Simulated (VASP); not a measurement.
Input of a VASP 6.6.1 run:

POSCAR

```
TiO
1.0
    4.9890877720      0.0000000000      0.0000000000
   -2.4945438860      4.3206767523      0.0000000000
    0.0000000000      0.0000000000      2.8733134400
Ti O
3 3
Direct
    0.6666666667      0.3333333333      0.5000000000
    0.3333333333      0.6666666667      0.5000000000
    0.0000000000      0.0000000000      0.0000000000
    0.6055592400      0.6055592400      0.0000000000
    0.3944407600      0.0000000000      0.0000000000
    0.0000000000      0.3944407600      0.0000000000
```

INCAR.step1

```
SYSTEM = TiO
PREC     = Accurate       ! precision mode
ENCUT    = 520            ! plane-wave cutoff, eV
ISMEAR   = 1              ! smearing method
SIGMA    = 0.05           ! smearing width, eV
LREAL    = .False.        ! projectors in reciprocal space
LASPH    = .True.         ! aspherical terms in the spheres
NELM     = 60             ! most SCF steps
NBANDS   = 36             ! bands
GGA      = PE             ! functional
ALGO     = Normal         ! electronic algorithm
EDIFF    = 1E-4           ! SCF threshold, eV
LWAVE    = .True.         ! write WAVECAR
LCHARG   = .False.        ! write CHGCAR
```

INCAR.step2

```
SYSTEM = TiO
PREC     = Accurate       ! precision mode
ENCUT    = 520            ! plane-wave cutoff, eV
EDIFF    = 1E-7           ! SCF threshold, eV
ISMEAR   = 1              ! smearing method
SIGMA    = 0.05           ! smearing width, eV
LREAL    = .False.        ! projectors in reciprocal space
LASPH    = .True.         ! aspherical terms in the spheres
NELM     = 60             ! most SCF steps
ALGO     = Normal         ! electronic algorithm
ISIF     = 2              ! what is computed and relaxed
LWAVE    = .False.        ! write WAVECAR
LCHARG   = .True.         ! write CHGCAR
METAGGA  = R2SCAN         ! meta-GGA
LMIXTAU  = .True.       
LELF     = .True.         ! ELF
LVHAR    = .True.       
NBANDS   = 36             ! bands
ISTART   = 1
```

File KPOINTS:

```
regular mesh
0
Gamma
  12 12 12
  0 0 0
```

Potentials or basis: VASP PAW PBE potentials, release 64 (Ti_sv, O).

Run with:

```console
$ cat potpaw_PBE.64/Ti_sv/POTCAR potpaw_PBE.64/O/POTCAR > POTCAR
$ cp INCAR.step1 INCAR
$ mpirun -np 1 vasp_std > vasp.out
$ cp INCAR.step2 INCAR
$ mpirun -np 1 vasp_std > vasp.out
```

Predict the pressure.

0.0 GPa.

What does it give for the band gap on the k mesh?

Zero (band 27 reaches 11.26 eV, above the bottom of band 28 at 9.93 eV).

Predict the largest force.

0.008 eV/Å.

Stress tensor (GPa, compression positive):
```
 0.14  0.00  0.00
 0.00  0.14  0.00
 0.00  0.00 -0.14
```

Caveat: the PAW data sets were made with another functional, which shifts forces and pressure a little; semilocal functionals often make such compounds metallic where correlation or magnetic order opens a gap, which also shifts bond lengths.
